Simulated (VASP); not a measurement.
# PdI (P4/mmm) in VASP: notebook, part 2 of 2

VASP 6.6.1. Earlier steps stand in the parts before.

### 3 Relaxation of cell and atoms, PBE

INCAR reads:

```
SYSTEM = PdI
PREC     = Accurate       ! precision mode
ENCUT    = 500            ! plane-wave cutoff, eV
EDIFF    = 1E-7           ! SCF threshold, eV
ISMEAR   = 0              ! smearing method
SIGMA    = 0.1            ! smearing width, eV
LREAL    = .False.        ! projectors in reciprocal space
LASPH    = .True.         ! aspherical terms in the spheres
NELM     = 120            ! most SCF steps
ALGO     = Normal         ! electronic algorithm
ISIF     = 3              ! what is computed and relaxed
LWAVE    = .False.        ! write WAVECAR
LCHARG   = .False.        ! write CHGCAR
GGA      = PE             ! functional
IBRION   = 2              ! ionic algorithm
NSW      = 90             ! ionic steps
EDIFFG   = -0.04          ! ionic threshold
GGA_COMPAT= .False.      
NELMIN   = 4
```

KPOINTS reads:

```
Automatic mesh
0
Gamma
  6 6 4
  0 0 0
```

POSCAR reads:

```
PdI
1.0
    3.5651757486      0.0000000000      0.0000000000
    0.0000000000      3.5651757486      0.0000000000
    0.0000000000      0.0000000000      4.6729267848
Pd I
1 1
Direct
    0.5000000000      0.5000000000      0.5000000000
    0.0000000000      0.0000000000      0.0000000000
```

Potentials or basis: VASP PAW PBE potentials, release 64 (Pd, I).

Run with:

```sh
$ cat potpaw_PBE.64/Pd/POTCAR potpaw_PBE.64/I/POTCAR > POTCAR
$ mpirun -np 1 vasp_std > vasp.out
```

OUTCAR:

```text
SYSTEM = PdI
   PREC = Accurate
   ENCUT = 500
   EDIFF = 1E-7
   ISMEAR = 0
   LREAL = .False.
   LASPH = .True.
   NELM = 120
   ISIF = 3
   GGA = PE
   IBRION = 2
   NSW = 90
   EDIFFG = -0.04
   NELMIN = 4

 ion  position               nearest neighbor table
   1  0.500  0.500  0.500-   2 3.44   2 3.44   2 3.44   2 3.44   2 3.44   2 3.44   2 3.44   2 3.44

   2  0.000  0.000  0.000-   1 3.44   1 3.44   1 3.44   1 3.44   1 3.44   1 3.44   1 3.44   1 3.44

  LATTYP: Found a simple tetragonal cell.
 ALAT       =     3.5651757486
 C/A-ratio  =     1.3107142857

  Lattice vectors:

 A1 = (   3.5651757486,   0.0000000000,   0.0000000000)
 A2 = (   0.0000000000,   3.5651757486,   0.0000000000)
 A3 = (   0.0000000000,   0.0000000000,   4.6729267848)

Analysis of symmetry for initial positions (statically):
=====================================================================
 Subroutine PRICEL returns:
 Original cell was already a primitive cell.

 Routine SETGRP: Setting up the symmetry group for a
 simple tetragonal supercell.

 Subroutine GETGRP returns: Found 16 space group operations
 (whereof 16 operations were pure point group operations)
 out of a pool of 16 trial point group operations.

The static configuration has the point symmetry D_4h.

Analysis of symmetry for dynamics (positions and initial velocities):
=====================================================================
 Subroutine PRICEL returns:
 Original cell was already a primitive cell.

 Routine SETGRP: Setting up the symmetry group for a
 simple tetragonal supercell.

 Subroutine GETGRP returns: Found 16 space group operations
 (whereof 16 operations were pure point group operations)
 out of a pool of 16 trial point group operations.

The dynamic configuration has the point symmetry D_4h.

 Subroutine INISYM returns: Found 16 space group operations
 (whereof 16 operations are pure point group operations),
 and found     1 'primitive' translations

----------------------------------------------------------------------------------------

                                     Primitive cell

  volume of cell :      59.3951

  direct lattice vectors                    reciprocal lattice vectors
     3.565175749  0.000000000  0.000000000     0.280491081  0.000000000  0.000000000
     0.000000000  3.565175749  0.000000000     0.000000000  0.280491081  0.000000000
[... 116 lines left out ...]
 conjugate gradient relaxation of ions
 non-spin polarized calculation
 Gauss-broadening in eV      SIGMA  =   0.10
  energy-cutoff  :      500.00
  volume of cell :       59.40
 maximum number of plane-waves:      1529
 NGX is ok and might be reduce to    28
   NGX = 13   NGY = 13   NGZ = 17

--------------------------------------- Ionic step        1  -------------------------------------------

 number of electron      16.9999999 magnetization

 Free energy of the ion-electron system (eV)
  ---------------------------------------------------
  ext. energy  EPLUGINS =         0.00000000
  ---------------------------------------------------
  free energy    TOTEN  =        -5.37892354 eV

  energy without entropy =       -5.36305012  energy(sigma->0) =       -5.37098683

 E-fermi :   4.5637     XC(G=0):  -9.5678

 val. band max:        4.5295733563   @ k =   0.3333   0.1667   0.5000
 cond. band min:       4.6020077655   @ k =   0.5000   0.3333   0.2500
 fundamental gap:      0.0724344092
 Fermi energy:         4.5636610479

 k-point     1 :       0.0000    0.0000    0.0000
  band No.  band energies     occupation
      1      -8.7950      2.00000
      2       1.6312      2.00000
      3       2.9384      2.00000
      4       3.0333      2.00000
      5       3.7776      2.00000
      6       3.7776      2.00000
      7       3.9400      2.00000
      8       3.9400      2.00000
      9       4.0218      2.00000
     10       4.6905      0.07292
     11      11.0867      0.00000
     12      11.3143      0.00000
[... 446 lines left out ...]
  FREE ENERGIE OF THE ION-ELECTRON SYSTEM (eV)
  ---------------------------------------------------
  free  energy   TOTEN  =        -5.9076326592 eV

  energy  without entropy=       -5.9014792188  energy(sigma->0) =       -5.90455594

[... ionic steps 4 to 8 ...]

--------------------------------------- Ionic step        9  -------------------------------------------

 number of electron      17.0000002 magnetization

------------------------ aborting loop because EDIFF is reached ----------------------------------------
[... 67 lines left out ...]
--------------------------------------- Ionic step       11  -------------------------------------------

 number of electron      17.0000000 magnetization

 Free energy of the ion-electron system (eV)
  ---------------------------------------------------
  ext. energy  EPLUGINS =         0.00000000
  ---------------------------------------------------
  free energy    TOTEN  =        -6.02338653 eV

  energy without entropy =       -6.01307562  energy(sigma->0) =       -6.01823108

 E-fermi :   8.2906     XC(G=0): -10.9280

 val. band max:        8.2860984554   @ k =   0.5000   0.0000   0.2500
 cond. band min:       8.3772608612   @ k =   0.5000   0.5000   0.0000
 fundamental gap:      0.0911624058
 Fermi energy:         8.2905793771

 k-point     1 :       0.0000    0.0000    0.0000
  band No.  band energies     occupation
      1      -6.8408      2.00000
      2       5.1802      2.00000
      3       5.1802      2.00000
      4       5.3050      2.00000
      5       5.5861      2.00000
      6       6.5089      2.00000
      7       6.9554      2.00000
      8       6.9554      2.00000
      9       8.2353      1.56559
     10       8.6461      0.00000
     11      14.2048      0.00000
     12      15.1811      0.00000
[... 374 lines left out ...]
  FREE ENERGIE OF THE ION-ELECTRON SYSTEM (eV)
  ---------------------------------------------------
  free  energy   TOTEN  =        -6.0233865291 eV

  energy  without entropy=       -6.0130756250  energy(sigma->0) =       -6.01823108

 reached required accuracy - stopping structural energy minimisation
```

Run time: 4.1 min. Hardware: 1 thread of Intel Xeon 8259CL, shared host; peak memory 0.2 GiB.

Results:

```yaml
Free_energy: -6.0234 eV
Relaxed_volume: 22.63 Å³/atom
Relaxed_cell: a = 3.795 Å, b = 3.795 Å, c = 3.143 Å, α = 90.00°, β = 90.00°, γ = 90.00°
Space_group_after_relaxing_to_0.05_Å: P4/mmm (No. 123)
Energy_gained_by_relaxing: 322.2 meV/atom
Ionic_steps: 11
Pressure_after_relaxing: 0.0 GPa
```

Step by step:
```
step  energy change (eV)  largest force (eV/Å)  pressure (GPa)  volume (Å³)
   1              0.0000                0.0000           -7.53        59.40
   2             -0.4820                0.0000           -3.29        48.15
   3             -0.5287                0.0000            0.34        45.01
   4             -0.5291                0.0000            0.73        44.74
   5             -0.5611                0.0000            0.73        44.86
   6             -0.6256                0.0000            1.09        44.93
   7             -0.6336                0.0000            2.34        43.76
   8             -0.5847                0.0000           -3.54        48.78
   9             -0.6421                0.0000            0.28        45.09
  10             -0.6421                0.0000            0.35        45.04
  11             -0.6445                0.0000           -0.04        45.27
```

Final structure:
```
Pd I
1.0
     3.79527    0.00000    0.00000
     0.00000    3.79527    0.00000
     0.00000    0.00000    3.14281
Pd I
1 1
Direct
  0.50000 0.50000 0.50000
  0.00000 0.00000 0.00000
```

Levels at points of the mesh, in eV from the Fermi level:
| k point | band 4 | band 5 | band 6 | band 7 | band 8 | band 9 | band 10 | band 11 | band 12 |
| --- | --- | --- | --- | --- | --- | --- | --- | --- | --- |
| (0.00, 0.00, 0.00) | -2.99 | -2.70 | -1.78 | -1.34 | -1.34 | -0.06 | 0.36 | 5.91 | 6.89 |
| (0.50, 0.00, 0.00) | -2.75 | -2.09 | -1.34 | -1.31 | 0.50 | 1.35 | 3.37 | 5.53 | 6.77 |
| (0.50, 0.50, 0.00) | -3.06 | -1.53 | -1.53 | -1.38 | -1.26 | 0.09 | 0.70 | 9.73 | 9.73 |
| (0.00, 0.00, 0.50) | -3.52 | -2.20 | -1.61 | -0.59 | 0.40 | 0.40 | 3.55 | 5.04 | 5.92 |
| (0.50, 0.00, 0.50) | -2.48 | -2.31 | -2.00 | -1.96 | -1.24 | -1.05 | 1.81 | 7.28 | 7.33 |
| (0.50, 0.50, 0.50) | -5.27 | -1.17 | -0.89 | -0.40 | 0.31 | 0.31 | 1.97 | 1.97 | 2.29 |

Caveat: the volume moved by over 15 % at a fixed basis, so the end points are rough; spin-orbit coupling is left out, which moves the levels of the heavy elements; an odd number of electrons without spin polarisation forces a metal; a magnetic or distorted state may lie lower.
